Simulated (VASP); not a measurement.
A run of VASP 6.6.1 is set up as follows.

File INCAR:

```
ALGO = Normal ; EDIFF = 1E-6
ENCUT = 520 ; GGA = PS
ISIF = 2 ; ISMEAR = 0
LASPH = True ; LCHARG = False
LREAL = False ; LWAVE = False
NBANDS = 16 ; NELM = 60
PREC = Accurate ; SIGMA = 0.05
```

KPOINTS

```
k-points
0
Gamma
  10 10 10
```

File POSCAR:

```
NbAs
1.0
    0.0000000000      2.8074468436      2.8074468436
    2.8074468436      0.0000000000      2.8074468436
    2.8074468436      2.8074468436      0.0000000000
Nb As
1 1
Direct
    0.0000000000      0.0000000000      0.0000000000
    0.2500000000      0.2500000000      0.2500000000
```

Potentials or basis: VASP PAW PBE potentials, release 64 (Nb_sv, As).

Launch:

```sh
$ cat potpaw_PBE.64/Nb_sv/POTCAR potpaw_PBE.64/As/POTCAR > POTCAR
$ mpirun -np 1 vasp_std > vasp.out
```

Task: Predict the band gap on the k mesh.

Result: Zero (band 9 reaches 7.16 eV, above the bottom of band 10 at 6.57 eV).

Task: What does it give for the pressure?

Result: 8.2 GPa.

Caveat: the PAW data sets were made with another functional, which shifts forces and pressure a little.
